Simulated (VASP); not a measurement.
A run of VASP 6.6.1:

INCAR

```
PREC     = Accurate       # precision mode
ENCUT    = 520            # plane-wave cutoff, eV
EDIFF    = 1E-6           # SCF threshold, eV
ISMEAR   = 1              # smearing method
SIGMA    = 0.05           # smearing width, eV
LREAL    = F              # projectors in reciprocal space
LASPH    = T              # aspherical terms in the spheres
NELM     = 100            # most SCF steps
ALGO     = Normal         # electronic algorithm
ISIF     = 2              # what is computed and relaxed
LWAVE    = F              # write WAVECAR
LCHARG   = F              # write CHGCAR
GGA      = CA             # functional
NBANDS   = 12             # bands
```

File KPOINTS:

```
regular mesh
0
Gamma
  8 8 8
```

File POSCAR:

```
Ti
1.0
    2.5574661358      0.0000000000      0.0000000000
    0.0000000000      2.5574661358      0.0000000000
    0.0000000000      0.0000000000      2.5574661358
Ti
1
Direct
    0.0000000000      0.0000000000      0.0000000000
```

Potentials or basis: VASP PAW LDA potentials, release 64 (Ti_sv).

Command:

```console
$ cat potpaw_LDA.64/Ti_sv/POTCAR > POTCAR
$ mpirun -np 1 vasp_std > vasp.out
```

Hardware: 1 thread of Intel Xeon 8259CL, on a shared host.

**Question.** How long does it take, and how much memory?

**Answer.** Run time: 10 s on 1 thread of Intel Xeon 8259CL, with other jobs on the host, peak memory 0.12 GiB. Counts: scf iterations 13, k points 35.
